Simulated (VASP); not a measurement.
# LaB6 (Pm-3m) in VASP: a series of runs

LaB6 is run at these levels: r2SCAN; tasks: relaxation of cell and atoms.

Everything below comes from runs of VASP 6.6.1. Logs are shortened: lines on timing, memory, paths and dates and some standing lists are left out, and cuts for length are marked.

**1. The cell of the first run**

Symmetry: Pm-3m, No. 221, cubic system. Conventional cell: a = 4.152 Å, b = 4.152 Å, c = 4.152 Å, α = 90.00°, β = 90.00°, γ = 90.00°. Within 4.0 Å of La (site symmetry m-3m) lie 24 B at 3.05 Å. B (site symmetry 4mm) has 5 B at 1.66 to 1.76 Å within 2.2 Å.

**2. Relaxation of cell and atoms, r2SCAN**

POSCAR reads:

```
LaB6
1.0
    4.1523647893      0.0000000000      0.0000000000
    0.0000000000      4.1523647893      0.0000000000
    0.0000000000      0.0000000000      4.1523647893
La B
1 6
Direct
    0.0000000000      0.0000000000      0.0000000000
    0.2000318048      0.5000000000      0.5000000000
    0.5000000000      0.2000318048      0.5000000000
    0.7999681952      0.5000000000      0.5000000000
    0.5000000000      0.7999681952      0.5000000000
    0.5000000000      0.5000000000      0.2000318048
    0.5000000000      0.5000000000      0.7999681952
```

INCAR.step1 reads:

```
SYSTEM = LaB6
PREC = Accurate
ENCUT = 600
ISMEAR = -1
SIGMA = 0.15
LREAL = .FALSE.
LASPH = .TRUE.
NELM = 100
GGA = PE
ALGO = Normal
EDIFF = 1E-4
LWAVE = .TRUE.
LCHARG = .FALSE.
```

INCAR.step2 reads:

```
SYSTEM = LaB6
PREC = Accurate
ENCUT = 600
EDIFF = 1E-6
ISMEAR = -1
SIGMA = 0.15
LREAL = .FALSE.
LASPH = .TRUE.
NELM = 100
ALGO = Normal
ISIF = 3
LWAVE = .FALSE.
LCHARG = .FALSE.
METAGGA = R2SCAN
LMIXTAU = .TRUE.
IBRION = 2
NSW = 80
EDIFFG = -0.001
ISTART = 1
```

KPOINTS reads:

```
Automatic mesh
0
G
  8 8 8
  0 0 0
```

Potentials or basis: VASP PAW PBE potentials, release 64 (La, B).

The run is started by

```console
cat potpaw_PBE.64/La/POTCAR potpaw_PBE.64/B/POTCAR > POTCAR
cp INCAR.step1 INCAR
mpirun -np 1 vasp_std > vasp.out
cp INCAR.step2 INCAR
mpirun -np 1 vasp_std > vasp.out
```

OUTCAR:

```text
SYSTEM = LaB6
   PREC = Accurate
   ENCUT = 600
   EDIFF = 1E-6
   ISMEAR = -1
   LREAL = .FALSE.
   LASPH = .TRUE.
   NELM = 100
   ISIF = 3
   METAGGA = R2SCAN
   IBRION = 2
   NSW = 80
   EDIFFG = -0.001
   ISTART = 1

 ion  position               nearest neighbor table
   1  0.000  0.000  0.000-
   2  0.200  0.500  0.500-   4 1.66   3 1.76   5 1.76   6 1.76   7 1.76
   3  0.500  0.200  0.500-   5 1.66   4 1.76   2 1.76   6 1.76   7 1.76
   4  0.800  0.500  0.500-   2 1.66   3 1.76   5 1.76   6 1.76   7 1.76
   5  0.500  0.800  0.500-   3 1.66   2 1.76   4 1.76   6 1.76   7 1.76
   6  0.500  0.500  0.200-   7 1.66   3 1.76   4 1.76   5 1.76   2 1.76
   7  0.500  0.500  0.800-   6 1.66   3 1.76   4 1.76   5 1.76   2 1.76

  LATTYP: Found a simple cubic cell.
 ALAT       =     4.1523647893

  Lattice vectors:

 A1 = (   4.1523647893,   0.0000000000,   0.0000000000)
 A2 = (   0.0000000000,   4.1523647893,   0.0000000000)
 A3 = (   0.0000000000,   0.0000000000,   4.1523647893)

Analysis of symmetry for initial positions (statically):
=====================================================================
 Subroutine PRICEL returns:
 Original cell was already a primitive cell.

 Routine SETGRP: Setting up the symmetry group for a
 simple cubic supercell.

 Subroutine GETGRP returns: Found 48 space group operations
 (whereof 48 operations were pure point group operations)
 out of a pool of 48 trial point group operations.

The static configuration has the point symmetry O_h .

Analysis of symmetry for dynamics (positions and initial velocities):
=====================================================================
 Subroutine PRICEL returns:
 Original cell was already a primitive cell.

 Routine SETGRP: Setting up the symmetry group for a
 simple cubic supercell.

 Subroutine GETGRP returns: Found 48 space group operations
 (whereof 48 operations were pure point group operations)
 out of a pool of 48 trial point group operations.

The dynamic configuration has the point symmetry O_h .

 Subroutine INISYM returns: Found 48 space group operations
 (whereof 48 operations are pure point group operations),
 and found     1 'primitive' translations

----------------------------------------------------------------------------------------

                                     Primitive cell

  volume of cell :      71.5956

  direct lattice vectors                    reciprocal lattice vectors
     4.152364789  0.000000000  0.000000000     0.240826625  0.000000000  0.000000000
     0.000000000  4.152364789  0.000000000     0.000000000  0.240826625  0.000000000
     0.000000000  0.000000000  4.152364789     0.000000000  0.000000000  0.240826625

  length of vectors
     4.152364789  4.152364789  4.152364789     0.240826625  0.240826625  0.240826625

  position of ions in fractional coordinates (direct lattice)
     0.000000000  0.000000000  0.000000000
     0.200031805  0.500000000  0.500000000
     0.500000000  0.200031805  0.500000000
     0.799968195  0.500000000  0.500000000
     0.500000000  0.799968195  0.500000000
     0.500000000  0.500000000  0.200031805
     0.500000000  0.500000000  0.799968195

  ion indices of the primitive-cell ions
   primitive index   ion index
                 1           1
                 2           2
                 3           3
                 4           4
                 5           5
                 6           6
                 7           7

----------------------------------------------------------------------------------------

 KPOINTS: Automatic mesh

Automatic generation of k-mesh.
 Grid dimensions read from file:
 generate k-points for:    8    8    8

 Generating k-lattice:

  Cartesian coordinates                     Fractional coordinates (reciprocal lattice)
     0.030103328  0.000000000  0.000000000     0.125000000  0.000000000  0.000000000
     0.000000000  0.030103328  0.000000000     0.000000000  0.125000000  0.000000000
     0.000000000  0.000000000  0.030103328     0.000000000  0.000000000  0.125000000

  Length of vectors
     0.030103328  0.030103328  0.030103328

  Shift w.r.t. Gamma in fractional coordinates (k-lattice)
     0.000000000  0.000000000  0.000000000

 Subroutine IBZKPT returns following result:
 ===========================================

 Found     35 irreducible k-points:

 Following reciprocal coordinates:
            Coordinates               Weight
  0.000000  0.000000  0.000000      1.000000
  0.125000  0.000000  0.000000      6.000000
  0.250000  0.000000  0.000000      6.000000
  0.375000  0.000000  0.000000      6.000000
  0.500000  0.000000  0.000000      3.000000
  0.125000  0.125000  0.000000     12.000000
[... 16 lines left out ...]
  0.375000  0.375000  0.125000     24.000000
  0.500000  0.375000  0.125000     24.000000
 [... further k-points ...]
   k-points           NKPTS =     35   k-points in BZ     NKDIM =     35   number of bands    NBANDS=     18
   number of dos      NEDOS =    301   number of ions     NIONS =      7
   total plane-waves  NPLWV =  46656
   dimension x,y,z NGX =    36 NGY =   36 NGZ =   36
   dimension x,y,z NGXF=    72 NGYF=   72 NGZF=   72
   ions per type =               1   6
   NGX,Y,Z   is equivalent  to a cutoff of  14.41, 14.41, 14.41 a.u.
   NGXF,Y,Z  is equivalent  to a cutoff of  28.83, 28.83, 28.83 a.u.
 SYSTEM =  LaB6
   PREC   = accura    normal or accurate (medium, high low for compatibility)
   ISTART =      1    job   : 0-new  1-cont  2-samecut
   ICHARG =      0    charge: 1-file 2-atom 10-const
   ISPIN  =      1    spin polarized calculation?
   LNONCOLLINEAR =      F non collinear calculations
   LSORBIT =      F    spin-orbit coupling
   LASPH  =      T    aspherical Exc in radial PAW
   ENCUT  =  600.0 eV  44.10 Ry    6.64 a.u.   8.29  8.29  8.29*2*pi/ulx,y,z
   NELM   =    100;   NELMIN=  2; NELMDL=  0     # of ELM steps
   EDIFF  = 0.1E-05   stopping-criterion for ELM
   LREAL  =      F    real-space projection
   EDIFFG = -.1E-02   stopping-criterion for IOM
   NSW    =     80    number of steps for IOM
   IBRION =      2    ionic relax: 0-MD 1-quasi-New 2-CG
   NFREE  =      1    steps in history (QN), initial steepest desc. (CG)
   ISIF   =      3    stress and relaxation
   ISYM   =      2    0-nonsym 1-usesym 2-fastsym
   POTIM  = 0.5000    time-step for ionic-motion
   TEBEG  =    0.0;   TEEND  =   0.0 temperature during run
   PSTRESS=    0.0 pullay stress
   NELECT =      29.0000    total number of electrons
   NUPDOWN=      -1.0000    fix difference up-down
   EMIN   =  10.00;   EMAX   =-10.00  energy-range for DOS
   EFERMI =   0.00;   METHOD = LEGACY
   ISMEAR =    -1;   SIGMA  =   0.15  broadening in eV -4-tet -1-fermi 0-gaus
   EFERMI_NEDOS =   21; number of points for ismear=-14 and -15
   IALGO  =     38    algorithm
   IMIX   =      4    mixing-type and parameters
     AMIX     =   0.40;   BMIX     =  1.00
     AMIX_MAG =   1.60;   BMIX_MAG =  1.00
  volume/ion in A,a.u.               =      10.23        69.02
  Fermi-wavevector in a.u.,A,eV,Ry     =   1.211282  2.288991 19.962530  1.467205
  Thomas-Fermi vector in A             =   2.346803
   LORBIT       =      0    0 simple, 1 ext, 2 COOP (PROOUT), +10 PAW based schemes
   METAGGA = R2SCAN    functional components
   LHFCALC =     F    Hartree Fock is set to
   AEXX    =    0.0000 exact exchange contribution
   IVDW    =     0    specifies the selected vdW correction
   LEPSILON=     F    determine dielectric tensor
   LRPA    =     F    only Hartree local field effects (RPA)
 conjugate gradient relaxation of ions
 non-spin polarized calculation
  energy-cutoff  :      600.00
  volume of cell :       71.60
 maximum number of plane-waves:      2440
 NGX is ok and might be reduce to    36
   NGX = 17   NGY = 17   NGZ = 17

--------------------------------------- Ionic step        1  -------------------------------------------

 number of electron      29.0000000 magnetization

 Free energy of the ion-electron system (eV)
  ---------------------------------------------------
  ext. energy  EPLUGINS =         0.00000000
  ---------------------------------------------------
  free energy    TOTEN  =       -78.25710923 eV

  energy without entropy =      -78.19922209  energy(sigma->0) =      -78.22816566

------------------------ aborting loop because EDIFF is reached ----------------------------------------

  FORCE on cell =-STRESS in cart. coord.  units (eV):
  Direction    XX          YY          ZZ          XY          YZ          ZX
  --------------------------------------------------------------------------------------
  -------------------------------------------------------------------------------------
  Total        0.0206161      0.0206161      0.0206161      0.0000000      0.0000000      0.0000000
  in kB        0.4613498      0.4613498      0.4613498      0.0000000      0.0000000      0.0000000
  external PRESSURE =       0.4613498 kB  Pullay stress =       0.0000000 kB
[... 67 lines left out ...]
  energy  without entropy=      -78.1991752375  energy(sigma->0) =      -78.22810471

--------------------------------------- Ionic step        3  -------------------------------------------

 number of electron      29.0000000 magnetization

 Free energy of the ion-electron system (eV)
  ---------------------------------------------------
  ext. energy  EPLUGINS =         0.00000000
  ---------------------------------------------------
  free energy    TOTEN  =       -78.25712798 eV

  energy without entropy =      -78.19925048  energy(sigma->0) =      -78.22818923

 E-fermi :   8.7528     XC(G=0): -11.9412

 val. band max:        8.7396778603   @ k =   0.2500   0.2500   0.0000
 cond. band min:       8.7724544775   @ k =   0.1250   0.1250   0.0000
 fundamental gap:      0.0327766173
 Fermi energy:         8.7528317191

 k-point     1 :       0.0000    0.0000    0.0000
  band No.  band energies     occupation
      1     -25.6326      2.00000
      2      -8.9319      2.00000
      3      -8.9319      2.00000
      4      -8.9319      2.00000
      5      -7.8414      2.00000
      6       0.3554      2.00000
[... 10 lines left out ...]
     17       9.0135      0.29914
     18      10.3903      0.00004
[... 466 lines left out ...]
      2      -9.4056      2.00000
      3      -9.2724      2.00000
      4      -8.8579      2.00000
      5      -7.1494      2.00000
      6      -1.6426      2.00000
[... 10 lines left out ...]
     17      10.8959      0.00000
     18      10.9121      0.00000

 [... further k-points ...]

------------------------ aborting loop because EDIFF is reached ----------------------------------------

  FORCE on cell =-STRESS in cart. coord.  units (eV):
  Direction    XX          YY          ZZ          XY          YZ          ZX
  --------------------------------------------------------------------------------------
  -------------------------------------------------------------------------------------
  Total        0.0022940      0.0022940      0.0022940      0.0000000      0.0000000     -0.0000000
  in kB        0.0513283      0.0513283      0.0513283      0.0000000      0.0000000     -0.0000000
  external PRESSURE =       0.0513283 kB  Pullay stress =       0.0000000 kB
[... 22 lines left out ...]
  FREE ENERGIE OF THE ION-ELECTRON SYSTEM (eV)
  ---------------------------------------------------
  free  energy   TOTEN  =       -78.2571279787 eV

  energy  without entropy=      -78.1992504831  energy(sigma->0) =      -78.22818923

 reached required accuracy - stopping structural energy minimisation
```

It used 920 s of CPU time on 1 thread of AMD EPYC 7R13 Processor (Zen 3) (shared host).

Results:

```
Free energy                            : -78.2571 eV
Relaxed volume                         : 10.23 Å³/atom
Relaxed cell                           : a = 4.153 Å, b = 4.153 Å, c = 4.153 Å, α = 90.00°, β = 90.00°, γ = 90.00°
Space group after relaxing (to 0.05 Å) : Pm-3m (No. 221)
Energy gained by relaxing              : 0.0 meV/atom
Ionic steps                            : 3
Pressure after relaxing                : 0.0 GPa
```

Final structure:
```xyz
7
Lattice="4.1526 0.0000 0.0000 0.0000 4.1526 0.0000 0.0000 0.0000 4.1526" Properties=species:S:1:pos:R:3 pbc="T T T"
La    0.0000    0.0000    4.1526
B     0.8303    2.0763    2.0763
B     2.0763    0.8303    2.0763
B     3.3222    2.0763    2.0763
B     2.0763    3.3222    2.0763
B     2.0763    2.0763    0.8303
B     2.0763    2.0763    3.3222
```

Caveat: the PAW data sets were made with another functional, which shifts forces and pressure a little; spin-orbit coupling is left out, which moves the levels of the heavy elements.

(Continued in part 2 of 2.)
